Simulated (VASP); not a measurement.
The system is K.

```
CELL_PARAMETERS angstrom
-2.66995 2.66995 2.66995
2.66995 -2.66995 2.66995
2.66995 2.66995 -2.66995
ATOMIC_POSITIONS crystal
K 0.00000 0.00000 0.00000
```

Base run:

| Quantity | Value |
| --- | --- |
| Program | VASP 6.6.1 |
| Functional | r2SCAN |
| Potentials or basis | VASP PAW PBE potentials, release 64 (K_sv) |
| Cutoff | 520 eV |
| k mesh | 8 × 8 × 8 |
| Occupations | fermi-dirac, width 1 eV |
| Spin | no spin polarisation |

Its results: band gap on the k mesh zero (an odd number of electrons rules out a gap without spin polarisation); pressure 0.7 GPa.

Task: The run is repeated on the same cell with these changes: occupations from fermi-dirac, width 1 eV to gaussian, width 0.2 eV. What comes out?

Result: Band gap on the k mesh zero (an odd number of electrons rules out a gap without spin polarisation); pressure 0.0 GPa.

Caveats: the PAW data sets were made with another functional, which shifts forces and pressure a little; so wide a smearing shifts energies and pressures (at least some runs).
